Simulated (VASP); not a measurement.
Set up this calculation in VASP 6.6.1, as the native input.

| Property | Result |
| --- | --- |
| Task | relaxation of cell and atoms |
| Functional | LDA |
| Potentials or basis | VASP PAW LDA potentials, release 64 (Sb, Ga_d) |
| Cutoff | 600 eV |
| k mesh | 10 × 10 × 10 |
| Occupations | fermi-dirac, width 0.05 eV |
| Spin | no spin polarisation |
| Dipole correction | no |
| Further INCAR settings | ALGO = Normal; EDIFF = 1e-06; IBRION = 2; EDIFFG = -0.005; NSW = 80; ISIF = 3 |

The structure of GaSb lies in POSCAR:

```
GaSb
1.0
   -2.7534340000      2.7534340000      1.5907070000
    2.7534340000     -2.7534340000      1.5907070000
    2.7534340000      2.7534340000     -1.5907070000
Sb Ga
1 1
Direct
    0.0000000000      0.0000000000      0.0000000000
    0.7500000000      0.2500000000      0.5000000000
```

The input as run:

INCAR

```
ALGO     = Normal         # electronic algorithm
EDIFF    = 1E-6           # SCF threshold, eV
EDIFFG   = -0.005         # ionic threshold
ENCUT    = 600            # plane-wave cutoff, eV
IBRION   = 2              # ionic algorithm
ISIF     = 3              # what is computed and relaxed
ISMEAR   = -1             # smearing method
LASPH    = T              # aspherical terms in the spheres
LCHARG   = F              # write CHGCAR
LREAL    = F              # projectors in reciprocal space
LWAVE    = F              # write WAVECAR
NELM     = 60             # most SCF steps
NSW      = 80             # ionic steps
PREC     = Accurate       # precision mode
SIGMA    = 0.05           # smearing width, eV
```

KPOINTS

```
k-points
0
Gamma
  10 10 10
```

Potentials or basis: VASP PAW LDA potentials, release 64 (Sb, Ga_d).

Run with:

```sh
$ cat potpaw_LDA.64/Sb/POTCAR potpaw_LDA.64/Ga_d/POTCAR > POTCAR
$ mpirun -np 1 vasp_std > vasp.out
```

Results of the run:

The relaxed volume is 22.33 Å³/atom and the relaxed cell is a = 4.109 Å, b = 4.109 Å, c = 4.109 Å, α = 98.04°, β = 98.04°, γ = 136.07°. The space group after relaxing (to 0.1 Å) is I-4m2 (No. 119) and the energy gained by relaxing is 25.7 meV/atom. The ionic steps are 11 and the pressure after relaxing is 0.0 GPa. The band gap on the k mesh is zero (bands 9 and 10 overlap by 4.69 eV).

Caveat: spin-orbit coupling is left out, which moves the levels of the heavy elements.

Wall time 11 min on 1 thread of Intel Xeon 8259CL (shared host), peak memory 0.24 GiB.
